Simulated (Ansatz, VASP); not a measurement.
# Two plane-wave programs on SnSe

```
Sn Se
1.0
     5.07478    0.00000    0.00000
    -2.53739    4.39489    0.00000
     0.00000    0.00000    6.17368
Sn Se
2 2
Direct
  0.33333 0.66667 0.96086
  0.66667 0.33333 0.46086
  0.33333 0.66667 0.41414
  0.66667 0.33333 0.91414
```

Alike in both runs: task single point; functional PBE; k mesh 6 × 6 × 4; no spin polarisation.

|  | VASP | Ansatz |
| --- | --- | --- |
| version | VASP 6.6.1 | Ansatz 0.2.0 |
| potentials or method | VASP PAW PBE potentials, release 64 (Sn_d, Se) | plane waves, PAW |
| plane-wave cutoff (eV) | 520 | 420 |
| occupations | gaussian, width 0.01 eV | fixed |
| valence electrons in the cell | 40 | 60 |

Ansatz gave:

```
gap on the k mesh at the Fermi level (eV)                     : 0.88
pressure (GPa)                                                : 0.9
traceless stress, the component that is largest in VASP (GPa) : 0.31
rms of the force components (eV/Å)                            : 0.060
```

Task: Which values does VASP return?

Result: gap on the k mesh at the Fermi level (eV): 0.88; pressure (GPa): 0.9; traceless stress, the component that is largest in VASP (GPa): 0.33; rms of the force components (eV/Å): 0.064.

Atom by atom the forces differ by 0.004 eV/Å (rms over components). VASP's potentials hold 40 valence electrons a cell and Ansatz's 60, so a difference there can come from the potentials and not from the codes.
